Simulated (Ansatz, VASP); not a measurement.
# Au: VASP beside Ansatz

```
CELL_PARAMETERS angstrom
0.00000 2.09203 2.09203
2.09203 0.00000 2.09203
2.09203 2.09203 0.00000
ATOMIC_POSITIONS crystal
Au 0.00000 0.00000 0.00000
```

Change from the starting cell: volume scaled by 1.02.

Alike in both runs: task single point; functional PBE; k mesh 14 × 14 × 14; occupations fermi-dirac, width 0.03 eV; no spin polarisation.

```csv
,VASP,Ansatz
version,VASP 6.6.1,Ansatz 0.2.0
potentials or method,"VASP PAW PBE potentials, release 64 (Au), cutoff 520 eV","all-electron LAPW, scalar-relativistic"
```

```tsv
	VASP	Ansatz	Ansatz less VASP
pressure (GPa)	-2.8	-2.6	+0.19
```

Ansatz ran all-electron here, and VASP with PAW potentials.

Neither program's run includes spin-orbit coupling.
